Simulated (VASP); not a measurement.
# As10Se12S3 in VASP: a series of runs, part 2 of 2

VASP 6.6.1. Earlier steps stand in the parts before.

## 3. Single point, PBE+D3(BJ)

Input file INCAR:

```
SYSTEM = As10Se12S3
PREC     = Accurate       ! precision mode
ENCUT    = 520            ! plane-wave cutoff, eV
EDIFF    = 1E-6           ! SCF threshold, eV
ISMEAR   = -1             ! smearing method
SIGMA    = 0.05           ! smearing width, eV
LREAL    = Auto         
LASPH    = .True.         ! aspherical terms in the spheres
NELM     = 80             ! most SCF steps
ALGO     = Normal         ! electronic algorithm
ISIF     = 2              ! what is computed and relaxed
LWAVE    = .False.        ! write WAVECAR
LCHARG   = .True.         ! write CHGCAR
GGA      = PE             ! functional
IVDW     = 12             ! dispersion correction
LELF     = .True.         ! ELF
LVHAR    = .True.       
NBANDS   = 88             ! bands
ISYM     = 0
```

Input file KPOINTS:

```
Automatic mesh
0
Gamma
  1 1 1
  0.25 0.25 0.25
```

Input file POSCAR:

```
As10Se12S3
1.0
    8.8186510000      0.2405820000      0.2922810000
    0.2405820000      8.9584340000      0.2205530000
    0.2922810000      0.2205530000      8.8565100000
As S Se
10 3 12
Direct
    0.0360736096      0.6438096700      0.6869772873
    0.2565103572      0.9429836831     -0.0191467050
    0.6918815421      0.6537148202      0.5431831959
    0.1021882572      0.9131065838      0.6192719161
    0.5338894728      0.4481030337      0.4734161405
    0.5647122263      0.4694203046      0.1280852491
    0.7793341212      0.5712382797      0.7969957836
    0.8704549381      0.3426139025      0.6373351395
    0.2481589485      0.2394834719      0.8597323388
    0.5971487917      0.1161144208      0.4060310856
    0.6127512956      0.9053125460      0.0854324153
    0.1295816550      0.2807783082      0.6446207644
    0.3400222884      0.6601013649      0.3008358382
    0.9363716768      0.0370029320      0.4182917698
    0.0034341961      0.9211781534      0.9037061602
    0.8193231749      0.4783819197      0.1446443165
    0.7229310547      0.1015954886      0.1550435554
    0.5038802633      0.8592755195      0.8517474241
    0.3420534890      0.6077908519      0.9271869132
    0.3442161712      0.6566783009      0.5481565294
    0.9597884460      0.5353563678      0.4450154316
    0.1712575943      0.9871923043      0.2996032788
    0.1798387676      0.4292539274      0.0442345014
    0.4903021787      0.2506358463      0.7048892285
    0.3845512142      0.2078804791      0.2980342509
```

Potentials or basis: VASP PAW PBE potentials, release 64 (As, S, Se).

Started as:

```sh
$ cat potpaw_PBE.64/As/POTCAR potpaw_PBE.64/S/POTCAR potpaw_PBE.64/Se/POTCAR > POTCAR
$ mpirun -np 1 vasp_std > vasp.out
```

OUTCAR:

```text
SYSTEM = As10Se12S3
   PREC = Accurate
   ENCUT = 520
   EDIFF = 1E-6
   ISMEAR = -1
   LREAL = Auto
   LASPH = .True.
   NELM = 80
   ISIF = 2
   GGA = PE
   IVDW = 12
   ISYM = 0
 IVDW          = 12

 ion  position               nearest neighbor table
   1  0.036  0.644  0.687-   7 2.51  21 2.54   4 2.55
   2  0.257  0.943  0.981-  15 2.40  18 2.49   9 2.82
   3  0.692  0.654  0.543-   7 2.49   5 2.50  21 2.65
   4  0.102  0.913  0.619-   1 2.55  14 2.55  15 2.62
   5  0.534  0.448  0.473-   3 2.50  20 2.52  24 2.66
   6  0.565  0.469  0.128-  16 2.27
   7  0.779  0.571  0.797-   3 2.49   1 2.51   8 2.61
   8  0.870  0.343  0.637-  12 2.33  21 2.49   7 2.61
   9  0.248  0.239  0.860-  12 2.24  23 2.44  24 2.47   2 2.82
  10  0.597  0.116  0.406-  25 2.26  17 2.43
  11  0.613  0.905  0.085-  17 2.19  18 2.40
  12  0.130  0.281  0.645-   9 2.24   8 2.33
  13  0.340  0.660  0.301-  20 2.19
  14  0.936  0.037  0.418-  22 2.29   4 2.55
  15  0.003  0.921  0.904-   2 2.40   4 2.62
  16  0.819  0.478  0.145-   6 2.27
  17  0.723  0.102  0.155-  11 2.19  10 2.43
  18  0.504  0.859  0.852-  11 2.40   2 2.49  19 2.76
  19  0.342  0.608  0.927-  23 2.36  18 2.76
[... 182 lines left out ...]
  band No.  band energies     occupation
      1     -12.7819      2.00000
      2     -12.5566      2.00000
      3     -12.4284      2.00000
      4     -12.2966      2.00000
      5     -12.1506      2.00000
      6     -11.6354      2.00000
[... 74 lines left out ...]
     81       4.5157      0.00000
     82       4.5782      0.00000
 [bands above 82 left out]

------------------------ aborting loop because EDIFF is reached ----------------------------------------

 Edisp (eV)   -7.39882

 E8    (eV) :    -3.0167

  FORCE on cell =-STRESS in cart. coord.  units (eV):
  Direction    XX          YY          ZZ          XY          YZ          ZX
  --------------------------------------------------------------------------------------
  -------------------------------------------------------------------------------------
  Total       0.74267    -2.49806    -4.38454    -0.81372    -1.61899     0.79973
  in kB       1.70471    -5.73401   -10.06419    -1.86780    -3.71621     1.83569
  external pressure =       -4.70 kB  Pullay stress =        0.00 kB

 VOLUME and BASIS-vectors are now :
 -----------------------------------------------------------------------------
  energy-cutoff  :      520.00
  volume of cell :      698.00
      direct lattice vectors                 reciprocal lattice vectors
     8.818651000  0.240582000  0.292281000     0.113598598 -0.002960249 -0.003675242
     0.240582000  8.958434000  0.220553000    -0.002960249  0.111772274 -0.002685763
     0.292281000  0.220553000  8.856510000    -0.003675242 -0.002685763  0.113099467

 POSITION                                       TOTAL-FORCE (eV/Angst)
 -----------------------------------------------------------------------------------
      0.67380      5.92772      6.23676         0.592959      0.356174     -0.041637
      2.77563      8.72570      8.96989         0.122344      0.301993      0.502945
      6.41750      6.14252      5.15711         0.164731      0.308469     -0.357726
      1.30184      8.34117      5.71584        -0.454888      0.074240      0.291006
      4.95436      4.24716      4.44769        -0.137095     -1.144297      0.297820
      5.13037      4.36938      1.40298        -0.695495      0.140123      0.389993
[... 17 lines left out ...]
      4.59013      2.51873      6.44144         0.285144      0.268758      0.291208
      3.52834      2.02053      2.79779        -1.738758      0.119611     -0.686150
 -----------------------------------------------------------------------------------
    total drift:                               -0.023763      0.005485     -0.027269

  FREE ENERGIE OF THE ION-ELECTRON SYSTEM (eV)
  ---------------------------------------------------
  free  energy   TOTEN  =      -103.2527909744 eV

  energy  without entropy=     -103.2451152289  energy(sigma->0) =     -103.24895310
```

OSZICAR:

```text
N       E                     dE             d eps       ncg     rms          rms(c)
DAV:   1     0.803056641242E+03    0.80306E+03   -0.55658E+04   176   0.133E+03
DAV:   2    -0.891922097382E+01   -0.81198E+03   -0.78396E+03   224   0.217E+02
DAV:   3    -0.941580940073E+02   -0.85239E+02   -0.83003E+02   208   0.740E+01
DAV:   4    -0.972245504682E+02   -0.30665E+01   -0.30237E+01   232   0.137E+01
DAV:   5    -0.973327054095E+02   -0.10815E+00   -0.10795E+00   240   0.258E+00    0.200E+01
DAV:   6    -0.959074341293E+02    0.14253E+01   -0.28949E+00   256   0.536E+00    0.128E+01
DAV:   7    -0.958587078707E+02    0.48726E-01   -0.16727E+00   192   0.335E+00    0.330E+00
DAV:   8    -0.958525527064E+02    0.61552E-02   -0.17427E-01   216   0.133E+00    0.904E-01
DAV:   9    -0.958526080515E+02   -0.55345E-04   -0.42135E-02   208   0.609E-01    0.456E-01
DAV:  10    -0.958530126049E+02   -0.40455E-03   -0.61634E-03   224   0.222E-01    0.272E-01
DAV:  11    -0.958536889128E+02   -0.67631E-03   -0.13724E-03   192   0.111E-01    0.861E-02
DAV:  12    -0.958538815015E+02   -0.19259E-03   -0.24212E-04   208   0.499E-02    0.473E-02
DAV:  13    -0.958539468277E+02   -0.65326E-04   -0.77753E-05   200   0.255E-02    0.202E-02
DAV:  14    -0.958539626548E+02   -0.15827E-04   -0.12507E-05   200   0.110E-02    0.920E-03
DAV:  15    -0.958539693659E+02   -0.67111E-05   -0.68835E-06   192   0.771E-03    0.376E-03
DAV:  16    -0.958539702934E+02   -0.92754E-06   -0.70527E-07   136   0.288E-03
   1 F= -.10325279E+03 E0= -.10324895E+03  d E =-.767575E-02
```

Wall time 2.5 min (1 thread of AMD EPYC 7R13, shared host); peak memory 0.67 GiB.

What came out:

```
Free energy                : -103.2528 eV
Pressure                   : -0.5 GPa
Largest force              : 1.873 eV/Å
Band gap on the k mesh     : 0.51 eV
Dispersion energy per atom : -0.296 eV
```

Forces on the atoms (eV/Å):
```
As   0.593  0.356 -0.042
As   0.122  0.302  0.503
As   0.165  0.308 -0.358
As  -0.455  0.074  0.291
As  -0.137 -1.144  0.298
As  -0.695  0.140  0.390
As  -0.478 -0.267 -0.028
As  -0.168  0.065  0.037
As   0.256 -0.556  0.071
As   0.592 -0.485  0.710
S   -0.594 -1.062 -0.191
S   -0.029  0.064  0.086
S    0.211  0.255 -0.767
Se  -0.605  0.058  0.562
Se   0.012 -0.171 -0.568
Se  -0.168  0.220  0.174
Se   0.573  0.547 -0.663
Se   0.939  0.589 -0.423
Se   0.327  0.494  0.415
Se   0.199 -0.010  0.302
Se  -0.168  0.104  0.205
Se   0.984  0.116 -0.371
Se  -0.023 -0.387 -0.239
Se   0.285  0.269  0.291
Se  -1.739  0.120 -0.686
```

Levels at points of the mesh, in eV from the valence-band top:
```
           k point  band 66  band 67  band 68  band 69  band 70  band 71  band 72  band 73  band 74  band 75
(0.25, 0.25, 0.25)    -0.64    -0.43    -0.31    -0.17     0.00     0.51     0.70     0.89     1.08     1.20
```

Caveat: the k points lie up to 0.71 Å⁻¹ apart.
